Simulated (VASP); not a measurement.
Input of a VASP 6.6.1 run:

Contents of INCAR:

```
SYSTEM = CaO
PREC = Accurate
ENCUT = 520
EDIFF = 1E-8
ISMEAR = 0
SIGMA = 0.01
LREAL = .False.
LASPH = .True.
NELM = 80
ALGO = Normal
ISIF = 2
LWAVE = .False.
LCHARG = .True.
GGA = PS
NBANDS = 15
IBRION = 8
NSW = 1
```

The input KPOINTS:

```
regular mesh
0
Gamma
  8 8 8
  0 0 0
```

The input POSCAR:

```
CaO
1.0
    2.3257526053      2.3257526053      0.0000000000
   -2.3257526053      2.3257526053      0.0000000000
    0.0000000000      2.3257526053      2.3257526053
Ca O
1 1
Direct
    0.0000000000      0.0000000000      0.0000000000
    0.5000000000      0.5000000000      0.0000000000
```

Potentials or basis: VASP PAW PBE potentials, release 64 (Ca_sv, O).

The run is started by

```console
$ cat potpaw_PBE.64/Ca_sv/POTCAR potpaw_PBE.64/O/POTCAR > POTCAR
$ mpirun -np 1 vasp_std > vasp.out
```

Problem. What does it give for the highest phonon frequency at Γ, LO-TO splitting left out?

Solution. 332 cm⁻¹.

Phonon frequencies in cm⁻¹ (negative: imaginary):
```tsv
q point	frequencies
(0.000, 0.000, 0.000)	0 0 0 332 332 332
```

Caveat: the cell stands under pressure or tension, which shifts response properties.
